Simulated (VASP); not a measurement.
A run of VASP 6.6.1:

Contents of INCAR:

```
SYSTEM = V
PREC = Accurate
ENCUT = 520
EDIFF = 1E-8
ISMEAR = 1
SIGMA = 0.05
LREAL = .FALSE.
LASPH = .TRUE.
NELM = 150
ALGO = Normal
ISIF = 2
LWAVE = .FALSE.
LCHARG = .TRUE.
ISPIN = 2
MAGMOM = 2
LORBIT = 11
LMAXMIX = 4
LDAU = .TRUE.
LDAUTYPE = 2
LDAUL = 2
LDAUU = 8
LDAUJ = 0
LDAUPRINT = 1
IBRION = 6
NFREE = 2
POTIM = 0.015
NSW = 1
```

KPOINTS

```
Automatic mesh
0
G
  10 10 10
  0 0 0
```

The input POSCAR:

```
V
1.0
   -1.5143500000      1.5143500000      1.5143500000
    1.5143500000     -1.5143500000      1.5143500000
    1.5143500000      1.5143500000     -1.5143500000
V
1
Direct
    0.0000000000      0.0000000000      0.0000000000
```

Potentials or basis: VASP PAW LDA potentials, release 64 (V_sv).

Launch:

```console
$ cat potpaw_LDA.64/V_sv/POTCAR > POTCAR
$ mpirun -np 1 vasp_std > vasp.out
```

Hardware: 1 thread of Intel(R) Xeon(R) 6975P-C (Granite Rapids), with other jobs on the host.

Problem. Estimate the wall time of this run.

Solution. Run time: 26 s on 1 thread of Intel(R) Xeon(R) 6975P-C (Granite Rapids), with other jobs on the host, peak memory 0.14 GiB. Counts: scf iterations 41, k points 47.
